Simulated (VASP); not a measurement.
# PtSe2: single point with PBE

Crystal: PtSe2.

```
Pt Se
1.0
     4.02192    0.00000    0.00000
    -2.01096    3.48309    0.00000
     0.00000    0.00000    5.06200
Pt Se
1 2
Direct
  0.00000 0.00000 0.00000
  0.33333 0.66667 0.25000
  0.66667 0.33333 0.75000
```

This cell differs from its parent crystal: strain +0.080 along x and y, +0.000 along z.

* Program: VASP 6.6.1
* Task: single point
* Functional: PBE
* Potentials or basis: VASP PAW PBE potentials, release 64 (Pt, Se)
* Cutoff: 520 eV
* k mesh: 12 × 12 × 10
* Occupations: gaussian, width 0.15 eV
* Spin: no spin polarisation
* Dipole correction: no
* Further INCAR settings: ALGO = Normal; EDIFF = 1e-07; NBANDS = 18

```json
{
  "Pressure": "-9.8 GPa",
  "Largest force": "0.739 eV/Å",
  "Band gap on the k mesh": "zero (band 11 reaches 5.00 eV, above the bottom of band 12 at 4.41 eV)"
}
```

Forces on the atoms (eV/Å):
```
Pt   0.000  0.000  0.000
Se   0.000  0.000 -0.739
Se   0.000  0.000  0.739
```

Stress tensor (GPa, compression positive):
```
-12.27   0.00   0.00
  0.00 -12.27   0.00
  0.00   0.00  -4.89
```

Levels at points of the mesh, in eV from the Fermi level:
```
           k point  band 8  band 9  band 10  band 11  band 12  band 13  band 14  band 15
(0.00, 0.00, 0.00)   -1.90   -0.94    -0.94     0.53     1.11     1.11     3.06     3.83
(0.50, 0.00, 0.00)   -2.77   -2.74    -2.73    -2.44     0.53     1.98     4.31     6.07
(0.00, 0.00, 0.50)   -2.24   -1.58    -1.37    -1.37     1.84     1.84     4.95     5.09
(0.50, 0.00, 0.50)   -2.70   -2.52    -2.40    -0.86     0.83     0.95     4.33     5.22
```

Wall time 120 s on 1 thread of Intel(R) Xeon(R) Platinum 8559C (Emerald Rapids), with other jobs on the host, peak memory 0.33 GiB.

Caveat: the cell differs from its parent crystal (strain +0.080 along x and y, +0.000 along z); spin-orbit coupling is left out, which moves the levels of the heavy elements.
